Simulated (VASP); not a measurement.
# Si3As2 (P-3m1) in VASP: notebook

The runs below take Si3As2 through relaxation of cell and atoms, single point, with r2SCAN.

All numbers are computed with VASP 6.6.1; they aren't measurements. Logs are shortened: lines on timing, memory, paths and dates and some standing lists are left out, and cuts for length are marked.

**1. The cell of the first run**

The structure is trigonal, space group P-3m1 (No. 164). Conventional cell: a = 3.971 Å, b = 3.971 Å, c = 6.178 Å, α = 90.00°, β = 90.00°, γ = 120.00°. Within 3.6 Å of Si (site symmetry -3m) lie 6 As at 2.75 Å and 6 Si at 3.17 Å. Within 3.2 Å of Si (site symmetry 3m) lie 4 As at 2.39 to 2.47 Å and 6 Si at 2.91 to 3.17 Å. Within 3.2 Å of As (site symmetry 3m) lie 7 Si at 2.39 to 2.75 Å.

**2. Relaxation of cell and atoms, r2SCAN**

POSCAR

```
Si3As2
1.0
    3.9707491893      0.0000000000      0.0000000000
   -1.9853745946      3.4387696699      0.0000000000
    0.0000000000      0.0000000000      6.1778407437
Si As
3 2
Direct
    0.0000000000      0.0000000000      0.0000000000
    0.3333333333      0.6666666667      0.6450000000
    0.6666666667      0.3333333333      0.3550000000
    0.3333333333      0.6666666667      0.2450000000
    0.6666666667      0.3333333333      0.7550000000
```

INCAR.step1

```
PREC = Accurate
ENCUT = 600
ISMEAR = 0
SIGMA = 0.1
LREAL = False
LASPH = True
NELM = 100
GGA = PE
ALGO = Normal
EDIFF = 1E-4
LWAVE = True
LCHARG = False
```

INCAR.step2

```
PREC = Accurate
ENCUT = 600
EDIFF = 1E-6
ISMEAR = 0
SIGMA = 0.1
LREAL = False
LASPH = True
NELM = 100
ALGO = Normal
ISIF = 3
LWAVE = False
LCHARG = False
METAGGA = R2SCAN
LMIXTAU = True
IBRION = 2
NSW = 90
EDIFFG = -0.04
ISTART = 1
```

KPOINTS

```
regular mesh
0
Gamma
  6 6 4
```

Potentials or basis: VASP PAW PBE potentials, release 64 (Si, As).

On the command line:

```console
$ cat potpaw_PBE.64/Si/POTCAR potpaw_PBE.64/As/POTCAR > POTCAR
$ cp INCAR.step1 INCAR
$ mpirun -np 1 vasp_std > vasp.out
$ cp INCAR.step2 INCAR
$ mpirun -np 1 vasp_std > vasp.out
```

OUTCAR:

```text
PREC = Accurate
   ENCUT = 600
   EDIFF = 1E-6
   ISMEAR = 0
   LREAL = False
   LASPH = True
   NELM = 100
   ISIF = 3
   METAGGA = R2SCAN
   IBRION = 2
   NSW = 90
   EDIFFG = -0.04
   ISTART = 1

 ion  position               nearest neighbor table
   1  0.000  0.000  0.000-   4 2.75   5 2.75   4 2.75   5 2.75   5 2.75   4 2.75
   2  0.333  0.667  0.645-   5 2.39   5 2.39   5 2.39   4 2.47   3 2.91   3 2.91   3 2.91
   3  0.667  0.333  0.355-   4 2.39   4 2.39   4 2.39   5 2.47   2 2.91   2 2.91   2 2.91
   4  0.333  0.667  0.245-   3 2.39   3 2.39   3 2.39   2 2.47   1 2.75   1 2.75   1 2.75
   5  0.667  0.333  0.755-   2 2.39   2 2.39   2 2.39   3 2.47   1 2.75   1 2.75   1 2.75

  LATTYP: Found a hexagonal cell.
 ALAT       =     3.9707491893
 C/A-ratio  =     1.5558375634

  Lattice vectors:

 A1 = (   3.9707491893,   0.0000000000,   0.0000000000)
 A2 = (  -1.9853745946,   3.4387696699,   0.0000000000)
 A3 = (   0.0000000000,   0.0000000000,   6.1778407437)

Analysis of symmetry for initial positions (statically):
=====================================================================
 Subroutine PRICEL returns:
 Original cell was already a primitive cell.

 Routine SETGRP: Setting up the symmetry group for a
 hexagonal supercell.

 Subroutine GETGRP returns: Found 12 space group operations
 (whereof 12 operations were pure point group operations)
 out of a pool of 24 trial point group operations.

The static configuration has the point symmetry D_3d.

Analysis of symmetry for dynamics (positions and initial velocities):
=====================================================================
 Subroutine PRICEL returns:
 Original cell was already a primitive cell.

 Routine SETGRP: Setting up the symmetry group for a
 hexagonal supercell.

 Subroutine GETGRP returns: Found 12 space group operations
 (whereof 12 operations were pure point group operations)
 out of a pool of 24 trial point group operations.

The dynamic configuration has the point symmetry D_3d.

 Subroutine INISYM returns: Found 12 space group operations
 (whereof 12 operations are pure point group operations),
 and found     1 'primitive' translations

----------------------------------------------------------------------------------------

                                     Primitive cell

  volume of cell :      84.3553

  direct lattice vectors                    reciprocal lattice vectors
     3.970749189  0.000000000  0.000000000     0.251841643  0.145400840  0.000000000
    -1.985374595  3.438769670  0.000000000     0.000000000  0.290801681  0.000000000
     0.000000000  0.000000000  6.177840744     0.000000000  0.000000000  0.161868854

  length of vectors
     3.970749189  3.970749189  6.177840744     0.290801681  0.290801681  0.161868854

  position of ions in fractional coordinates (direct lattice)
     0.000000000  0.000000000  0.000000000
     0.333333333  0.666666667  0.645000000
     0.666666667  0.333333333  0.355000000
     0.333333333  0.666666667  0.245000000
     0.666666667  0.333333333  0.755000000

  ion indices of the primitive-cell ions
   primitive index   ion index
                 1           1
                 2           2
                 3           3
                 4           4
                 5           5

----------------------------------------------------------------------------------------

 KPOINTS: regular mesh

Automatic generation of k-mesh.
 Grid dimensions read from file:
 generate k-points for:    6    6    4

 Generating k-lattice:

  Cartesian coordinates                     Fractional coordinates (reciprocal lattice)
     0.041973607  0.024233473  0.000000000     0.166666667  0.000000000  0.000000000
     0.000000000  0.048466947  0.000000000     0.000000000  0.166666667  0.000000000
     0.000000000  0.000000000  0.040467213     0.000000000  0.000000000  0.250000000

  Length of vectors
     0.048466947  0.048466947  0.040467213

  Shift w.r.t. Gamma in fractional coordinates (k-lattice)
     0.000000000  0.000000000  0.000000000

 Subroutine IBZKPT returns following result:
 ===========================================

 Found     24 irreducible k-points:

 Following reciprocal coordinates:
            Coordinates               Weight
  0.000000  0.000000  0.000000      1.000000
  0.166667 -0.000000  0.000000      6.000000
  0.333333  0.000000  0.000000      6.000000
  0.500000 -0.000000  0.000000      3.000000
  0.166667  0.166667  0.000000      6.000000
  0.333333  0.166667  0.000000     12.000000
[... 16 lines left out ...]
  0.333333  0.166667  0.500000     12.000000
  0.333333  0.333333  0.500000      2.000000
   k-points           NKPTS =     24   k-points in BZ     NKDIM =     24   number of bands    NBANDS=     15
   number of dos      NEDOS =    301   number of ions     NIONS =      5
   total plane-waves  NPLWV =  51200
   dimension x,y,z NGX =    32 NGY =   32 NGZ =   50
   dimension x,y,z NGXF=    64 NGYF=   64 NGZF=  100
   ions per type =               3   2
   NGX,Y,Z   is equivalent  to a cutoff of  13.40, 13.40, 13.46 a.u.
   NGXF,Y,Z  is equivalent  to a cutoff of  26.80, 26.80, 26.91 a.u.
 SYSTEM =  unknown system
   PREC   = accura    normal or accurate (medium, high low for compatibility)
   ISTART =      1    job   : 0-new  1-cont  2-samecut
   ICHARG =      0    charge: 1-file 2-atom 10-const
   ISPIN  =      1    spin polarized calculation?
   LNONCOLLINEAR =      F non collinear calculations
   LSORBIT =      F    spin-orbit coupling
   LASPH  =      T    aspherical Exc in radial PAW
   ENCUT  =  600.0 eV  44.10 Ry    6.64 a.u.   7.93  7.93 12.34*2*pi/ulx,y,z
   NELM   =    100;   NELMIN=  2; NELMDL=  0     # of ELM steps
   EDIFF  = 0.1E-05   stopping-criterion for ELM
   LREAL  =      F    real-space projection
   EDIFFG = -.4E-01   stopping-criterion for IOM
   NSW    =     90    number of steps for IOM
   IBRION =      2    ionic relax: 0-MD 1-quasi-New 2-CG
   NFREE  =      1    steps in history (QN), initial steepest desc. (CG)
   ISIF   =      3    stress and relaxation
   ISYM   =      2    0-nonsym 1-usesym 2-fastsym
   POTIM  = 0.5000    time-step for ionic-motion
   TEBEG  =    0.0;   TEEND  =   0.0 temperature during run
   PSTRESS=    0.0 pullay stress
   NELECT =      22.0000    total number of electrons
   NUPDOWN=      -1.0000    fix difference up-down
   EMIN   =  10.00;   EMAX   =-10.00  energy-range for DOS
   EFERMI =   0.00;   METHOD = LEGACY
   ISMEAR =     0;   SIGMA  =   0.10  broadening in eV -4-tet -1-fermi 0-gaus
   EFERMI_NEDOS =   21; number of points for ismear=-14 and -15
   IALGO  =     38    algorithm
   IMIX   =      4    mixing-type and parameters
     AMIX     =   0.40;   BMIX     =  1.00
     AMIX_MAG =   1.60;   BMIX_MAG =  1.00
  volume/ion in A,a.u.               =      16.87       113.85
  Fermi-wavevector in a.u.,A,eV,Ry     =   1.045952  1.976562 14.884978  1.094015
  Thomas-Fermi vector in A             =   2.180769
   LORBIT       =      0    0 simple, 1 ext, 2 COOP (PROOUT), +10 PAW based schemes
   METAGGA = R2SCAN    functional components
   LHFCALC =     F    Hartree Fock is set to
   AEXX    =    0.0000 exact exchange contribution
   IVDW    =     0    specifies the selected vdW correction
   LEPSILON=     F    determine dielectric tensor
   LRPA    =     F    only Hartree local field effects (RPA)
 conjugate gradient relaxation of ions
 non-spin polarized calculation
 Gauss-broadening in eV      SIGMA  =   0.10
  energy-cutoff  :      600.00
  volume of cell :       84.36
 maximum number of plane-waves:      2838
   NGX = 15   NGY = 15   NGZ = 25

--------------------------------------- Ionic step        1  -------------------------------------------

 number of electron      22.0000000 magnetization

 Free energy of the ion-electron system (eV)
  ---------------------------------------------------
  ext. energy  EPLUGINS =         0.00000000
  ---------------------------------------------------
  free energy    TOTEN  =       -51.33448834 eV

  energy without entropy =      -51.32913623  energy(sigma->0) =      -51.33181229

------------------------ aborting loop because EDIFF is reached ----------------------------------------

  FORCE on cell =-STRESS in cart. coord.  units (eV):
  Direction    XX          YY          ZZ          XY          YZ          ZX
  --------------------------------------------------------------------------------------
  -------------------------------------------------------------------------------------
  Total        9.1788084      9.1788084      4.3265011      0.0000000      0.0000000      0.0000000
  in kB      174.3350196    174.3350196     82.1741370      0.0000000      0.0000000      0.0000000
  external PRESSURE =     143.6147254 kB  Pullay stress =       0.0000000 kB
[... 98 lines left out ...]
  FREE ENERGIE OF THE ION-ELECTRON SYSTEM (eV)
  ---------------------------------------------------
  free  energy   TOTEN  =       -52.0703370767 eV

  energy  without entropy=      -52.0542321554  energy(sigma->0) =      -52.06228462

[... ionic steps 4 to 37 ...]

--------------------------------------- Ionic step       38  -------------------------------------------

 number of electron      22.0000000 magnetization

------------------------ aborting loop because EDIFF is reached ----------------------------------------

  FORCE on cell =-STRESS in cart. coord.  units (eV):
  Direction    XX          YY          ZZ          XY          YZ          ZX
  --------------------------------------------------------------------------------------
  -------------------------------------------------------------------------------------
  Total       -0.0760149     -0.0760149      0.0080345     -0.0000000     -0.0000000     -0.0000000
  in kB       -1.3103203     -1.3103203      0.1384961     -0.0000000     -0.0000000     -0.0000000
  external PRESSURE =      -0.8273815 kB  Pullay stress =       0.0000000 kB
[... 63 lines left out ...]
  energy  without entropy=      -52.7931968614  energy(sigma->0) =      -52.79904749

--------------------------------------- Ionic step       40  -------------------------------------------

 number of electron      22.0000000 magnetization

 Free energy of the ion-electron system (eV)
  ---------------------------------------------------
  ext. energy  EPLUGINS =         0.00000000
  ---------------------------------------------------
  free energy    TOTEN  =       -52.80571017 eV

  energy without entropy =      -52.79338643  energy(sigma->0) =      -52.79954830

 E-fermi :   6.8963     XC(G=0): -10.7765

 val. band max:        6.8801424054   @ k =   0.1667  -0.0000   0.5000
 cond. band min:       6.9466342589   @ k =   0.1667  -0.0000   0.0000
 fundamental gap:      0.0664918535
 Fermi energy:         6.8963055243

 k-point     1 :       0.0000    0.0000    0.0000
  band No.  band energies     occupation
      1      -8.3372      2.00000
      2      -4.6128      2.00000
      3      -1.0385      2.00000
      4       0.4722      2.00000
      5       2.0765      2.00000
      6       2.0765      2.00000
      7       3.0966      2.00000
      8       3.5563      2.00000
      9       3.5563      2.00000
     10       5.1806      2.00000
     11       5.4075      2.00000
     12       5.4312      2.00000
     13       5.4312      2.00000
     14       8.8062      0.00000
     15       8.8931      0.00000
[... 444 lines left out ...]
  FREE ENERGIE OF THE ION-ELECTRON SYSTEM (eV)
  ---------------------------------------------------
  free  energy   TOTEN  =       -52.8057101717 eV

  energy  without entropy=      -52.7933864269  energy(sigma->0) =      -52.79954830

 reached required accuracy - stopping structural energy minimisation
```

Wall time 22 min (1 thread of Intel Xeon 6975P-C (Granite Rapids), shared host); peak memory 0.26 GiB.

What came out:

* Free energy: -52.8057 eV
* Relaxed volume: 18.60 Å³/atom
* Relaxed cell: a = 4.497 Å, b = 4.497 Å, c = 5.310 Å, α = 90.00°, β = 90.00°, γ = 120.00°
* Space group after relaxing (to 0.1 Å): P-3m1 (No. 164)
* Energy gained by relaxing: 294.2 meV/atom
* Ionic steps: 40
* Pressure after relaxing: 0.0 GPa
* Largest force after relaxing: 0.034 eV/Å
* Band gap on the k mesh: zero (bands 11 and 12 overlap by 3.55 eV)

Forces in eV/Å, atoms in the order of the input:
```
Si   0.000  0.000  0.000
Si   0.000  0.000  0.021
Si   0.000  0.000 -0.021
As   0.000  0.000 -0.034
As   0.000  0.000  0.034
```

Stress tensor (GPa, compression positive):
```
 0.03  0.00  0.00
 0.00  0.03  0.00
 0.00  0.00 -0.20
```

Step by step:
```csv
step,energy change (eV),largest force (eV/Å),pressure (GPa),volume (Å³)
1,0.0000,1.2204,14.36,84.36
2,-0.7144,0.2462,-2.93,104.13
3,-0.7358,0.2739,-0.79,100.42
4,-0.7363,0.2696,-1.09,100.91
5,-0.8372,0.2603,-1.03,100.18
6,-0.8875,0.4577,-0.65,99.34
7,-0.8889,0.4943,-0.58,99.18
8,-0.9280,0.2838,-0.29,97.67
9,-0.9405,0.2010,0.04,96.22
10,-0.9458,0.1353,-0.07,96.31
11,-0.9494,0.1678,-0.22,96.46
12,-0.9522,0.1537,-0.19,96.40
13,-0.9604,0.1083,-0.06,96.23
14,-0.9769,0.1510,0.30,95.89
15,-1.0094,0.2712,0.93,95.19
16,-1.0782,0.6045,1.05,93.74
17,-1.2515,0.8813,1.58,90.67
18,-1.2532,0.8842,1.56,90.64
19,-1.2566,0.8932,1.52,90.58
20,-1.2539,0.9182,1.44,90.44
21,-1.2571,0.9010,1.49,90.54
22,-1.2613,0.8823,1.43,90.59
23,-1.2735,0.8281,1.23,90.76
24,-1.2951,0.7359,0.87,91.08
25,-1.3284,0.5715,0.18,91.74
26,-1.3570,0.3626,-1.03,93.06
27,-1.3583,0.3593,-1.23,93.32
28,-1.3676,0.3752,-0.90,92.90
29,-1.3917,0.4305,0.09,91.62
30,-1.4135,0.3408,2.45,89.11
31,-1.4199,0.3031,2.52,89.11
32,-1.4327,0.1506,2.77,89.11
33,-1.4265,0.2178,3.47,89.10
34,-1.4351,0.0588,2.95,89.11
35,-1.4502,0.0678,2.11,90.04
36,-1.4688,0.0973,-0.15,92.86
37,-1.4697,0.0833,-0.13,92.89
38,-1.4710,0.0537,-0.08,92.95
39,-1.4704,0.0199,0.03,93.06
40,-1.4712,0.0342,-0.05,92.99
```

Final structure:
```
CELL_PARAMETERS angstrom
4.49678 0.00000 0.00000
-2.24839 3.89433 0.00000
0.00000 0.00000 5.30988
ATOMIC_POSITIONS crystal
Si 0.00000 0.00000 0.00000
Si 0.33333 0.66667 0.77338
Si 0.66667 0.33333 0.22662
As 0.33333 0.66667 0.25340
As 0.66667 0.33333 0.74660
```

Caveat: the PAW data sets were made with another functional, which shifts forces and pressure a little.

**3. Single point, r2SCAN**

This run uses another cell than the first one, of 18.46 Å³/atom.

POSCAR

```
Si3As2
1.0
    4.4949840808      0.0000000000      0.0000000000
   -2.2474920404      3.8927704036      0.0000000000
    0.0000000000      0.0000000000      5.2744609554
Si As
3 2
Direct
    0.0000000000      0.0000000000      0.0000000000
    0.3333333333      0.6666666667      0.7725463430
    0.6666666667      0.3333333333      0.2274536570
    0.3333333333      0.6666666667      0.2537760817
    0.6666666667      0.3333333333      0.7462239183
```

INCAR.step1

```
SYSTEM = Si3As2
  PREC = Accurate
  ENCUT = 520
  ISMEAR = 0
  SIGMA = 0.1
  LREAL = .FALSE.
  LASPH = .TRUE.
  NELM = 100
  NBANDS = 19
  GGA = PE
  ALGO = Normal
  EDIFF = 1E-4
  LWAVE = .TRUE.
  LCHARG = .FALSE.
```

INCAR.step2

```
SYSTEM = Si3As2
  PREC = Accurate
  ENCUT = 520
  EDIFF = 1E-7
  ISMEAR = 0
  SIGMA = 0.1
  LREAL = .FALSE.
  LASPH = .TRUE.
  NELM = 100
  ALGO = Normal
  ISIF = 2
  LWAVE = .FALSE.
  LCHARG = .TRUE.
  METAGGA = R2SCAN
  LMIXTAU = .TRUE.
  LELF = .TRUE.
  LVHAR = .TRUE.
  NBANDS = 19
  ISTART = 1
```

KPOINTS

```
Automatic mesh
0
G
  12 12 8
  0 0 0
```

Potentials or basis: VASP PAW PBE potentials, release 64 (Si, As).

On the command line:

```console
$ cat potpaw_PBE.64/Si/POTCAR potpaw_PBE.64/As/POTCAR > POTCAR
$ cp INCAR.step1 INCAR
$ mpirun -np 1 vasp_std > vasp.out
$ cp INCAR.step2 INCAR
$ mpirun -np 1 vasp_std > vasp.out
```

Run time: 5 min. Hardware: 1 thread of Intel Xeon 6975P-C (Granite Rapids), shared host; peak memory 0.36 GiB.

The run converged. Its results:

- Free energy: -52.8746 eV
- Pressure: 0.0 GPa
- Band gap on the k mesh: zero (bands 11 and 12 overlap by 4.01 eV)

Forces in eV/Å, atoms in the order of the input:
```
Si   0.000  0.000  0.000
Si   0.000  0.000 -0.003
Si   0.000  0.000  0.003
As   0.000  0.000  0.002
As   0.000  0.000 -0.002
```

Levels at points of the mesh, in eV from the Fermi level:
| k point | band 7 | band 8 | band 9 | band 10 | band 11 | band 12 | band 13 | band 14 | band 15 | band 16 |
| --- | --- | --- | --- | --- | --- | --- | --- | --- | --- | --- |
| (0.00, 0.00, 0.00) | -3.94 | -3.49 | -3.49 | -1.94 | -1.57 | -1.57 | -1.57 | 1.84 | 1.90 | 1.90 |
| (0.50, 0.00, 0.00) | -6.04 | -4.41 | -2.93 | -1.52 | 0.37 | 1.04 | 2.14 | 3.01 | 4.06 | 4.73 |
| (0.00, 0.00, 0.50) | -3.68 | -3.63 | -3.63 | -2.69 | -2.69 | -2.09 | -1.61 | 0.53 | 0.53 | 2.11 |
| (0.50, 0.00, 0.50) | -4.43 | -3.56 | -0.88 | -0.76 | 0.52 | 1.37 | 2.64 | 2.87 | 3.20 | 3.53 |

Caveat: the PAW data sets were made with another functional, which shifts forces and pressure a little.
